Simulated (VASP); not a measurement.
Write the native input for VASP 6.6.1 that does the following.

```yaml
Task: single point
Functional: PBE
Potentials_or_basis: VASP PAW PBE potentials, release 64 (Gd, O)
Cutoff: 520 eV
k_mesh: 10 × 10 × 10
Occupations: gaussian, width 0.05 eV
Spin: collinear spin, ferromagnetic start
Starting_moments: "[0.5, 0.0] μB"
Hubbard_terms: Gd f U = 6.0 eV
Dipole_correction: no
Further_INCAR_settings: ALGO = Normal; EDIFF = 1e-06; NBANDS = 23
```

The structure of GdO lies in POSCAR:

```
GdO
1.0
    3.0325203067      0.0000000000      0.0000000000
    0.0000000000      3.0325203067      0.0000000000
    0.0000000000      0.0000000000      3.0325203067
Gd O
1 1
Direct
    0.0000000000      0.0000000000      0.0000000000
    0.5000000000      0.5000000000      0.5000000000
```

The input as run:

INCAR

```
PREC = Accurate ; ENCUT = 520
EDIFF = 1E-6 ; ISMEAR = 0
SIGMA = 0.05 ; LREAL = False
LASPH = True ; NELM = 150
ALGO = Normal ; ISIF = 2
LWAVE = False ; LCHARG = False
ISPIN = 2 ; MAGMOM = 0.5 0
LORBIT = 11 ; LMAXMIX = 6
LDAU = True ; LDAUTYPE = 2
LDAUL = 3 -1 ; LDAUU = 6 0
LDAUJ = 0 0 ; LDAUPRINT = 1
GGA = PE ; NBANDS = 23
```

KPOINTS

```
regular mesh
0
Gamma
  10 10 10
```

Potentials or basis: VASP PAW PBE potentials, release 64 (Gd, O).

Launch:

```sh
$ cat potpaw_PBE.64/Gd/POTCAR potpaw_PBE.64/O/POTCAR > POTCAR
$ mpirun -np 1 vasp_std > vasp.out
```

Results of the run:

```
Pressure                                              : -0.2 GPa
Net moment                                            : 7.52 μB per cell
Site moments                                          : Gd +7.12; O -0.05 μB
Valence electrons inside the program's atomic spheres : Gd 15.36; O 4.95
```

Caveat: a cell with one magnetic atom can't hold antiferromagnetic order, which such compounds often take.

Run time: 60 s on 1 thread of Intel(R) Xeon(R) Platinum 8375C CPU @ 2.90GHz (Ice Lake), with other jobs on the host, peak memory 0.2 GiB.
